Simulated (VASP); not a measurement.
B2O3: single point with PBE

System: B2O3.

```xyz
15
Lattice="7.0877 0.5507 1.1363 0.5443 6.4509 -0.0235 1.1073 -0.0118 5.5675" Properties=species:S:1:pos:R:3 pbc="T T T"
B     3.4378    3.1376    3.1983
B     1.1716    4.0829    2.7852
B     6.3078    5.9569    3.5120
B     5.0286    1.7050    4.5458
B     6.5781    3.8440    2.4207
B     4.8550    2.4930    1.1971
O     3.7190    2.7995    1.8982
O     6.1222    2.8536    1.5986
O     4.2172    2.7827    4.2783
O     5.8407    4.9986    2.6236
O     7.5126    5.7768    4.1612
O     0.7035    3.1132    1.9151
O     2.3367    3.9140    3.4732
O     5.8801    1.7460    5.6092
O     4.9793    0.6131    3.7053
```

- Program: VASP 6.6.1
- Task: single point
- Functional: PBE
- Potentials or basis: VASP PAW PBE potentials, release 64 (B_h, O_h)
- Cutoff: 1000 eV
- k mesh: 3 × 3 × 4
- Occupations: gaussian, width 0.02 eV
- Spin: no spin polarisation

```yaml
Pressure: 0.0 GPa
Largest_force: 0.023 eV/Å
Band_gap_on_the_k_mesh: 6.23 eV (least direct gap 6.25 eV)
```

Forces in eV/Å, atoms in the order of the input:
```
B    0.000  0.004  0.006
B    0.011  0.001  0.010
B   -0.011  0.018  0.004
B   -0.002  0.003 -0.003
B   -0.001 -0.008 -0.013
B   -0.002 -0.007 -0.005
O    0.018  0.002  0.013
O   -0.013  0.006  0.004
O    0.002 -0.011 -0.015
O    0.009 -0.008  0.003
O   -0.007 -0.011 -0.011
O   -0.009  0.011  0.004
O    0.008 -0.011 -0.015
O   -0.015  0.014  0.006
O    0.012 -0.005  0.011
```

Stress tensor (GPa, compression positive):
```
 0.02  0.16  0.00
 0.16  0.09 -0.07
 0.00 -0.07 -0.13
```

Levels at points of the mesh, in eV from the valence-band top:
| k point | band 33 | band 34 | band 35 | band 36 | band 37 | band 38 | band 39 | band 40 |
| --- | --- | --- | --- | --- | --- | --- | --- | --- |
| (0.00, 0.00, 0.00) | -0.44 | -0.41 | -0.21 | -0.01 | 6.23 | 6.78 | 7.07 | 8.13 |
| (0.00, 0.00, 0.50) | -0.46 | -0.31 | -0.26 | -0.02 | 6.42 | 7.30 | 7.80 | 8.04 |

It took 15 min on 1 thread of Intel(R) Xeon(R) Platinum 8259CL CPU @ 2.50GHz (Skylake/Cascade Lake) (shared host), peak memory 0.85 GiB.
